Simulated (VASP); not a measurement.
# H6C2O in VASP: a series of runs

H6C2O is run at these levels: PBE+D3(BJ); tasks: relaxation of the atoms, single point.

Program: VASP 6.6.1. These are calculated values, not measurements. Logs are shortened: lines on timing, memory, paths and dates and some standing lists are left out, and cuts for length are marked.

## Step 1: The cell of the first run

The cell holds an amorphous packing of atoms, 36 atoms: a = 7.529 Å, b = 7.529 Å, c = 7.529 Å, α = 90.00°, β = 90.00°, γ = 90.00°.

## Step 2: Relaxation of the atoms, PBE+D3(BJ)

The input, INCAR:

```
PREC = Accurate
ENCUT = 520
EDIFF = 1E-7
ISMEAR = -1
SIGMA = 0.02
LREAL = Auto
LASPH = True
NELM = 100
ALGO = Normal
ISIF = 2
LWAVE = False
LCHARG = False
GGA = PE
IVDW = 12
IBRION = 2
NSW = 35
EDIFFG = -0.3
```

The input, KPOINTS:

```
regular mesh
0
Gamma
  1 1 1
```

The input, POSCAR:

```
H6C2O
1.0
    7.5290720000      0.0000000000      0.0000000000
    0.0000000000      7.5290720000      0.0000000000
    0.0000000000      0.0000000000      7.5290720000
C O H
8 4 24
Direct
    0.0456340000      0.8293969000      0.8776344000
    0.0371338000      0.9630257000      0.7279784000
    0.4848413000      0.3650612000      0.2015317000
    0.3639128000      0.5253223000      0.1972316000
    0.6764228000      0.2485817000      0.7192277000
    0.7022749000      0.4372234000      0.7830383000
    0.2845797000     -0.0319736000      0.2826941000
    0.1000511000      0.0311057000      0.3306109000
   -0.1224453000      0.9287948000      0.6316607000
    0.1868434000      0.4622222000      0.2212961000
    0.6293971000      0.5513991000      0.6504975000
    0.0045941000      0.0526449000      0.1683200000
   -0.1290124000      1.0141367000      0.5351353000
    0.0375687000      1.0987832000      0.7817113000
    0.1541246000      0.9493886000      0.6416958000
    0.1657321000      0.8487759000      0.9569330000
   -0.0700999000      0.8439216000      0.9637813000
    0.0463178000      0.6947042000      0.8239318000
    0.1081482000      0.5644176000      0.2187114000
    0.4007784000      0.6189750000      0.3030031000
    0.3775545000      0.5951924000      0.0697576000
    0.6233567000      0.4048394000      0.1836840000
    0.4719101000      0.2965180000      0.3286585000
    0.4487137000      0.2727636000      0.0956897000
    0.6454413000      0.6730187000      0.6904323000
    0.6351519000      0.4565729000      0.9112476000
    0.8443031000      0.4645009000      0.8030748000
    0.7298689000      0.1540509000      0.8156372000
    0.5352195000      0.2214312000      0.7004910000
    0.7441225000      0.2293498000      0.5924465000
   -0.1142595000      0.0931958000      0.1978662000
    0.0344664000     -0.0664670000      0.4171888000
    0.1074645000      0.1571485000      0.4039307000
    0.3648760000     -0.0511023000      0.4021677000
    0.2769644000     -0.1577143000      0.2108757000
    0.3498759000      0.0656360000      0.1976333000
```

Potentials or basis: VASP PAW PBE potentials, release 64 (C, O, H).

Run with:

```console
$ cat potpaw_PBE.64/C/POTCAR potpaw_PBE.64/O/POTCAR potpaw_PBE.64/H/POTCAR > POTCAR
$ mpirun -np 1 vasp_gam > vasp.out
```

OUTCAR:

```text
PREC = Accurate
   ENCUT = 520
   EDIFF = 1E-7
   ISMEAR = -1
   LREAL = Auto
   LASPH = True
   NELM = 100
   ISIF = 2
   GGA = PE
   IVDW = 12
   IBRION = 2
   NSW = 35
   EDIFFG = -0.3
 IVDW          = 12

 ion  position               nearest neighbor table
   1  0.046  0.829  0.878-  18 1.09  17 1.09  16 1.09   2 1.51
   2  0.037  0.963  0.728-  15 1.10  14 1.10   9 1.43   1 1.51
   3  0.485  0.365  0.202-  24 1.09  23 1.09  22 1.09   4 1.51
   4  0.364  0.525  0.197-  20 1.10  21 1.10  10 1.43   3 1.51
   5  0.676  0.249  0.719-  29 1.09  30 1.09  28 1.09   6 1.51
   6  0.702  0.437  0.783-  26 1.10  27 1.10  11 1.43   5 1.51
   7  0.285  0.968  0.283-  36 1.09  35 1.09  34 1.09   8 1.51
   8  0.100  0.031  0.331-  32 1.10  33 1.10  12 1.43   7 1.51
   9  0.878  0.929  0.632-  13 0.97   2 1.43
  10  0.187  0.462  0.221-  19 0.97   4 1.43
  11  0.629  0.551  0.650-  25 0.97   6 1.43
  12  0.005  0.053  0.168-  31 0.97   8 1.43
  13  0.871  0.014  0.535-   9 0.97
  14  0.038  0.099  0.782-   2 1.10
  15  0.154  0.949  0.642-   2 1.10
  16  0.166  0.849  0.957-   1 1.09
  17  0.930  0.844  0.964-   1 1.09
[... 17 lines left out ...]
  35  0.277  0.842  0.211-   7 1.09
  36  0.350  0.066  0.198-   7 1.09

  LATTYP: Found a simple cubic cell.
 ALAT       =     7.5290720000

  Lattice vectors:

 A1 = (   7.5290720000,   0.0000000000,   0.0000000000)
 A2 = (   0.0000000000,   7.5290720000,   0.0000000000)
 A3 = (   0.0000000000,   0.0000000000,   7.5290720000)

Analysis of symmetry for initial positions (statically):
=====================================================================
 Subroutine PRICEL returns:
 Original cell was already a primitive cell.

 Routine SETGRP: Setting up the symmetry group for a
 simple cubic supercell.

 Subroutine GETGRP returns: Found  1 space group operations
 (whereof  1 operations were pure point group operations)
 out of a pool of 48 trial point group operations.

The static configuration has the point symmetry C_1 .

Analysis of symmetry for dynamics (positions and initial velocities):
=====================================================================
 Subroutine PRICEL returns:
 Original cell was already a primitive cell.

 Routine SETGRP: Setting up the symmetry group for a
 simple cubic supercell.

 Subroutine GETGRP returns: Found  1 space group operations
 (whereof  1 operations were pure point group operations)
 out of a pool of 48 trial point group operations.

The dynamic configuration has the point symmetry C_1 .

 Subroutine INISYM returns: Found  1 space group operations
 (whereof  1 operations are pure point group operations),
 and found     1 'primitive' translations

[... 137 lines left out ...]
   NELM   =    100;   NELMIN=  2; NELMDL= -5     # of ELM steps
   EDIFF  = 0.1E-06   stopping-criterion for ELM
   LREAL  =      T    real-space projection
   EDIFFG = -.3E+00   stopping-criterion for IOM
   NSW    =     35    number of steps for IOM
   IBRION =      2    ionic relax: 0-MD 1-quasi-New 2-CG
   NFREE  =      1    steps in history (QN), initial steepest desc. (CG)
   ISIF   =      2    stress and relaxation
   ISYM   =      2    0-nonsym 1-usesym 2-fastsym
   POTIM  = 0.5000    time-step for ionic-motion
   TEBEG  =    0.0;   TEEND  =   0.0 temperature during run
   PSTRESS=    0.0 pullay stress
   NELECT =      80.0000    total number of electrons
   NUPDOWN=      -1.0000    fix difference up-down
   EMIN   =  10.00;   EMAX   =-10.00  energy-range for DOS
   EFERMI =   0.00;   METHOD = LEGACY
   ISMEAR =    -1;   SIGMA  =   0.02  broadening in eV -4-tet -1-fermi 0-gaus
   EFERMI_NEDOS =   21; number of points for ismear=-14 and -15
   IALGO  =     38    algorithm
   IMIX   =      4    mixing-type and parameters
     AMIX     =   0.40;   BMIX     =  1.00
     AMIX_MAG =   1.60;   BMIX_MAG =  1.00
  volume/ion in A,a.u.               =      11.86        80.01
  Fermi-wavevector in a.u.,A,eV,Ry     =   0.936907  1.770498 11.943135  0.877796
  Thomas-Fermi vector in A             =   2.063965
   LORBIT       =      0    0 simple, 1 ext, 2 COOP (PROOUT), +10 PAW based schemes
   GGA     = PE    functional components
   LHFCALC =     F    Hartree Fock is set to
   AEXX    =    0.0000 exact exchange contribution
   IVDW    =    12    specifies the selected vdW correction
   LEPSILON=     F    determine dielectric tensor
   LRPA    =     F    only Hartree local field effects (RPA)
 conjugate gradient relaxation of ions
 non-spin polarized calculation
  energy-cutoff  :      520.00
  volume of cell :      426.80
 maximum number of plane-waves:      5730
 NGX is ok and might be reduce to    54
   NGX = 27   NGY = 27   NGZ = 27

--------------------------------------- Ionic step        1  -------------------------------------------

 number of electron      79.9999991 magnetization

 Free energy of the ion-electron system (eV)
  ---------------------------------------------------
  ext. energy  EPLUGINS =         0.00000000
  ---------------------------------------------------
  free energy    TOTEN  =      -186.88302206 eV

  energy without entropy =     -186.88302206  energy(sigma->0) =     -186.88302206

------------------------ aborting loop because EDIFF is reached ----------------------------------------

 Edisp (eV)   -1.23504

 E8    (eV) :    -0.2763
[... 207 lines left out ...]
  FREE ENERGIE OF THE ION-ELECTRON SYSTEM (eV)
  ---------------------------------------------------
  free  energy   TOTEN  =      -188.1565680448 eV

  energy  without entropy=     -188.1565680448  energy(sigma->0) =     -188.15656804

[... ionic steps 4 to 27 ...]

--------------------------------------- Ionic step       28  -------------------------------------------

 number of electron      80.0000010 magnetization

------------------------ aborting loop because EDIFF is reached ----------------------------------------
[... 143 lines left out ...]
--------------------------------------- Ionic step       30  -------------------------------------------

 number of electron      79.9999992 magnetization

 Free energy of the ion-electron system (eV)
  ---------------------------------------------------
  ext. energy  EPLUGINS =         0.00000000
  ---------------------------------------------------
  free energy    TOTEN  =      -187.56326019 eV

  energy without entropy =     -187.56326019  energy(sigma->0) =     -187.56326019

 E-fermi :  -2.5217     XC(G=0):  -6.0589

 val. band max:       -3.0334327769   @ k =   0.0000   0.0000   0.0000
 cond. band min:       1.4066895546   @ k =   0.0000   0.0000   0.0000
 fundamental gap:      4.4401223315
 Fermi energy:        -2.5216552613

 k-point     1 :       0.0000    0.0000    0.0000
  band No.  band energies     occupation
      1     -23.0685      2.00000
      2     -22.5079      2.00000
      3     -22.4591      2.00000
      4     -22.0668      2.00000
      5     -15.9225      2.00000
      6     -15.8490      2.00000
[... 44 lines left out ...]
     51       4.8561      0.00000
     52       4.9485      0.00000
 [bands above 52 left out]

------------------------ aborting loop because EDIFF is reached ----------------------------------------

 Edisp (eV)   -1.22715

 E8    (eV) :    -0.2741
[... 59 lines left out ...]
  FREE ENERGIE OF THE ION-ELECTRON SYSTEM (eV)
  ---------------------------------------------------
  free  energy   TOTEN  =      -188.7904138741 eV

  energy  without entropy=     -188.7904138741  energy(sigma->0) =     -188.79041387

 reached required accuracy - stopping structural energy minimisation
```

OSZICAR:

```text
N       E                     dE             d eps       ncg     rms          rms(c)
DAV:   1     0.643422239486E+03    0.64342E+03   -0.38474E+04   118   0.118E+03
DAV:   2    -0.110003781824E+03   -0.75343E+03   -0.71722E+03   164   0.276E+02
DAV:   3    -0.203922482118E+03   -0.93919E+02   -0.93332E+02   148   0.107E+02
[... 360 lines left out ...]
DAV:   6    -0.187563263033E+03    0.19010E-05   -0.14058E-04   140   0.509E-02    0.150E-02
DAV:   7    -0.187563260305E+03    0.27277E-05   -0.14265E-05   164   0.216E-02    0.606E-03
DAV:   8    -0.187563260599E+03   -0.29397E-06   -0.52913E-06   132   0.107E-02    0.361E-03
DAV:   9    -0.187563260264E+03    0.33517E-06   -0.95932E-07   164   0.526E-03    0.125E-03
DAV:  10    -0.187563260191E+03    0.73261E-07   -0.64499E-07   124   0.372E-03
  30 F= -.18879041E+03 E0= -.18879041E+03  d E =-.243876E-01
```

CONTCAR:

```text
H6C2O
   1.00000000000000
     7.5290720000000002    0.0000000000000000    0.0000000000000000
     0.0000000000000000    7.5290720000000002    0.0000000000000000
     0.0000000000000000    0.0000000000000000    7.5290720000000002
  C               O               H
     8     4    24
Direct
     0.0578308585832967    0.7808566772547981    0.8790209399793241
     0.0192303765222808    0.9252099589145710    0.7448315930301665
     0.4929511963257913    0.3678133230002820    0.2125567411681791
     0.3736296043623298    0.5286907966486249    0.2092879541133785
     0.6587375959534421    0.2725411853226466    0.7153493924435321
     0.6943371781518368    0.4615211477554218    0.7758795040542177
[... 28 lines left out ...]
     0.2805004536127325    0.8398725819128153    0.1998397120558052
     0.3532092427880565    0.0601537969385307    0.1703544108517078

  0.00000000E+00  0.00000000E+00  0.00000000E+00
  0.00000000E+00  0.00000000E+00  0.00000000E+00
  0.00000000E+00  0.00000000E+00  0.00000000E+00
  0.00000000E+00  0.00000000E+00  0.00000000E+00
  0.00000000E+00  0.00000000E+00  0.00000000E+00
  0.00000000E+00  0.00000000E+00  0.00000000E+00
[... 28 lines left out ...]
  0.00000000E+00  0.00000000E+00  0.00000000E+00
  0.00000000E+00  0.00000000E+00  0.00000000E+00
```

Run time: 16 min. Hardware: 1 thread of Intel Xeon Platinum 8375C at 2.90GHz (Ice Lake), shared host; peak memory 0.45 GiB.

Results:

| Item | Value |
| --- | --- |
| Free energy | -188.7904 eV |
| Energy gained by relaxing | 18.7 meV/atom |
| Ionic steps | 30 |
| Pressure after relaxing | 0.3 GPa |
| Largest force after relaxing | 0.241 eV/Å |
| Band gap on the k mesh | 4.44 eV |
| Dispersion energy per atom | -0.034 eV |

Forces on the atoms (eV/Å):
```
C    0.015 -0.006 -0.035
C    0.145 -0.066  0.033
C    0.091 -0.029 -0.029
C    0.013  0.046 -0.071
C    0.136 -0.021  0.121
C   -0.012 -0.014 -0.046
C    0.041 -0.175  0.120
C   -0.012  0.122  0.052
O   -0.070 -0.141 -0.091
O   -0.014 -0.022  0.040
O    0.085  0.119 -0.139
O   -0.030 -0.144 -0.042
H   -0.065  0.051  0.010
H   -0.031  0.157  0.180
H   -0.026 -0.096  0.001
H    0.003 -0.012 -0.046
H    0.025 -0.037 -0.026
H    0.001 -0.029 -0.046
H    0.006  0.020  0.007
H    0.047  0.036  0.073
H    0.037  0.053  0.015
H    0.020 -0.002  0.025
H   -0.018 -0.035  0.115
H   -0.005 -0.003 -0.029
H   -0.185 -0.086  0.097
H    0.031  0.088 -0.077
H    0.106 -0.023  0.077
H   -0.050 -0.037 -0.072
H   -0.150  0.023 -0.027
H    0.009  0.018 -0.003
H    0.075  0.046 -0.079
H    0.062  0.084  0.037
H   -0.136  0.036  0.058
H   -0.068  0.026 -0.154
H   -0.094 -0.025 -0.021
H    0.022  0.079 -0.027
```

Stress tensor (GPa, compression positive):
```
-0.13  0.07 -0.04
 0.07  0.76  0.18
-0.04  0.18  0.27
```

The path:
| step | energy change (eV) | largest force (eV/Å) | pressure (GPa) |
| --- | --- | --- | --- |
| 1 | 0.0000 | 0.5779 | 1.55 |
| 2 | 0.0028 | 1.2357 | 0.93 |
| 3 | -0.0385 | 0.6098 | 1.23 |
| 4 | -0.0858 | 0.6582 | 0.62 |
| 5 | -0.0869 | 0.7986 | 0.51 |
| 6 | -0.1198 | 0.3591 | 0.51 |
| 7 | -0.1277 | 0.4280 | 0.52 |
| 8 | -0.1571 | 0.3269 | 0.56 |
| 9 | -0.1732 | 0.5665 | 0.62 |
| 10 | -0.2001 | 0.4969 | 0.69 |
| 11 | -0.2390 | 0.4870 | 0.89 |
| 12 | -0.2746 | 0.3912 | 0.80 |
| 13 | -0.3155 | 0.9980 | 0.56 |
| 14 | -0.3421 | 0.6938 | 0.46 |
| 15 | -0.3738 | 0.5751 | 0.15 |
| 16 | -0.4028 | 0.4261 | 0.07 |
| 17 | -0.4264 | 0.4164 | -0.08 |
| 18 | -0.4548 | 0.3615 | -0.03 |
| 19 | -0.4700 | 0.5498 | 0.04 |
| 20 | -0.4982 | 0.3018 | 0.22 |
| 21 | -0.5153 | 0.6486 | 0.50 |
| 22 | -0.5375 | 0.3532 | 0.34 |
| 23 | -0.5391 | 0.5212 | 0.28 |
| 24 | -0.5690 | 0.3249 | 0.15 |
| 25 | -0.5905 | 0.5202 | -0.08 |
| 26 | -0.6198 | 0.3194 | 0.07 |
| 27 | -0.6213 | 0.4713 | 0.12 |
| 28 | -0.6465 | 0.5008 | 0.17 |
| 29 | -0.6480 | 0.6157 | 0.18 |
| 30 | -0.6724 | 0.2411 | 0.30 |

Final structure:
```
CELL_PARAMETERS angstrom
7.52907 0.00000 0.00000
0.00000 7.52907 0.00000
0.00000 0.00000 7.52907
ATOMIC_POSITIONS crystal
C 0.05783 0.78086 0.87902
C 0.01923 0.92521 0.74483
C 0.49295 0.36781 0.21256
C 0.37363 0.52869 0.20929
C 0.65874 0.27254 0.71535
C 0.69434 0.46152 0.77588
C 0.28506 0.97083 0.26203
C 0.10343 0.04137 0.31116
O 0.85954 0.88137 0.64828
O 0.19309 0.47253 0.23403
O 0.62269 0.58779 0.65391
O 0.00748 0.09589 0.15435
H 0.80624 0.99118 0.60682
H 0.00187 0.05273 0.81240
H 0.13109 0.94090 0.65113
H 0.18048 0.81401 0.95001
H 0.94964 0.77231 0.97658
H 0.07656 0.65142 0.81455
H 0.11644 0.57428 0.21367
H 0.41351 0.62096 0.31532
H 0.38757 0.59671 0.07996
H 0.63231 0.40968 0.20499
H 0.47461 0.29311 0.33590
H 0.46462 0.28034 0.09953
H 0.70760 0.68737 0.64639
H 0.63561 0.47954 0.90937
H 0.83843 0.48092 0.78804
H 0.71772 0.18081 0.81287
H 0.51643 0.24377 0.70705
H 0.71820 0.24949 0.58358
H 0.89542 0.14603 0.19467
H 0.02650 0.93837 0.38162
H 0.12273 0.15719 0.39873
H 0.36652 0.95729 0.38337
H 0.28050 0.83987 0.19984
H 0.35321 0.06015 0.17035
```

Levels at points of the mesh, in eV from the valence-band top:
```csv
k point,band 36,band 37,band 38,band 39,band 40,band 41,band 42,band 43,band 44,band 45
"(0.00, 0.00, 0.00)",-1.55,-0.89,-0.38,-0.13,0.00,4.44,5.72,5.73,5.96,6.24
```

Caveat: the k points lie up to 0.83 Å⁻¹ apart; the relaxation stopped at a loose force limit of 0.3 eV/Å, so its end isn't a converged minimum.

(Continued in part 2 of 2.)
